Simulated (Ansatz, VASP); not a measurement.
**Two plane-wave programs on MgO**

The input INCAR:

```
  PREC = Accurate
  ENCUT = 520
  EDIFF = 1E-6
  ISMEAR = -1
  SIGMA = 0.05
  LREAL = False
  LASPH = True
  NELM = 80
  ALGO = Normal
  ISIF = 2
  LWAVE = False
  LCHARG = False
  GGA = PS
  NBANDS = 11
```

KPOINTS

```
regular mesh
0
Gamma
  10 10 10
```

File POSCAR:

```
MgO
1.0
    0.0000000000      2.3365076907      2.3365076907
    2.3365076907      0.0000000000      2.3365076907
    2.3365076907      2.3365076907      0.0000000000
Mg O
1 1
Direct
    0.5000000000      0.5000000000      0.5000000000
    0.7500000000      0.7500000000      0.7500000000
```

File input.yaml:

```yaml
crystal:
  lattice:
    - [0.0, 2.3365076907, 2.3365076907]
    - [2.3365076907, 0.0, 2.3365076907]
    - [2.3365076907, 2.3365076907, 0.0]
  atoms:
    - { symbol: Mg, position: [0.5, 0.5, 0.5] }
    - { symbol: O, position: [0.75, 0.75, 0.75] }
hamiltonian:
  xc: pbesol
  pseudopotentials: { kind: paw }
kpoints:
  mp_grid: { grid: [10, 10, 10] }
scf:
  occupations: { method: fermi_dirac, width: 0.05 }
output:
  forces: true
  stress: true
  eigenvalues: true
  write_density: true
  write_potential: true
  elf: true
  volumetric_format: npy
```

Alike in both runs: task single point; functional PBEsol; k mesh 10 × 10 × 10; occupations fermi-dirac, width 0.05 eV; no spin polarisation.

|  | VASP | Ansatz |
| --- | --- | --- |
| version | VASP 6.6.1 | Ansatz 0.2.0 |
| potentials or method | VASP PAW PBE potentials, release 64 (Mg, O) | Ansatz PAW |
| plane-wave cutoff (eV) | 520 | 420 |
| valence electrons in the cell | 8 | 16 |

|  | VASP | Ansatz | Ansatz less VASP |
| --- | --- | --- | --- |
| gap on the k mesh at the Fermi level (eV) | 3.15 | 3.15 | +0.002 |
| least direct gap on the mesh (eV) | 3.15 | 3.15 | +0.002 |
| pressure (GPa) | -7.0 | -6.7 | +0.33 |

VASP's potentials were made for PBE, not for PBEsol. VASP's potentials hold 8 valence electrons a cell and Ansatz's 16, so a difference there can come from the potentials and not from the codes.
